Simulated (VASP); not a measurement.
A run of VASP 6.6.1 is set up as follows.

The input INCAR:

```
SYSTEM = LiHgS
  PREC = Accurate
  ENCUT = 600
  EDIFF = 1E-6
  ISMEAR = 0
  SIGMA = 0.1
  LREAL = .False.
  LASPH = .True.
  NELM = 60
  ALGO = Normal
  ISIF = 3
  LWAVE = .False.
  LCHARG = .False.
  GGA = PE
  IBRION = 2
  NSW = 100
  EDIFFG = -0.01
```

Contents of KPOINTS:

```
Automatic mesh
0
Gamma
  10 10 6
  0 0 0
```

The input POSCAR:

```
LiHgS
1.0
    4.0531466472      0.0000000000      0.0000000000
    0.0000000000      4.0531466472      0.0000000000
    0.0000000000      0.0000000000      7.4334476379
Li Hg S
2 2 2
Direct
    0.0000000000      0.5000000000      0.3651141930
    0.5000000000      0.0000000000      0.6348858070
    0.0000000000      0.0000000000      0.0000000000
    0.5000000000      0.5000000000      0.0000000000
    0.0000000000      0.5000000000      0.6916689637
    0.5000000000      0.0000000000      0.3083310363
```

Potentials or basis: VASP PAW PBE potentials, release 64 (Li_sv, Hg, S).

Launch:

```console
$ cat potpaw_PBE.64/Li_sv/POTCAR potpaw_PBE.64/Hg/POTCAR potpaw_PBE.64/S/POTCAR > POTCAR
$ mpirun -np 1 vasp_std > vasp.out
```

Task: Estimate the space group after relaxing (to 0.1 Å).

Result: P4/nmm (No. 129).

Task: Predict the relaxed volume.

Result: 20.39 Å³/atom.

The path:
```tsv
step	energy change (eV)	largest force (eV/Å)	pressure (GPa)	volume (Å³)
1	0.0000	0.0064	0.11	122.12
2	-0.0002	0.0049	0.01	122.37
```

Caveat: the cutoff is under 1.25 times the usual one of these potentials, so pressure, stress and relaxed cells hold a basis-set (Pulay) error.
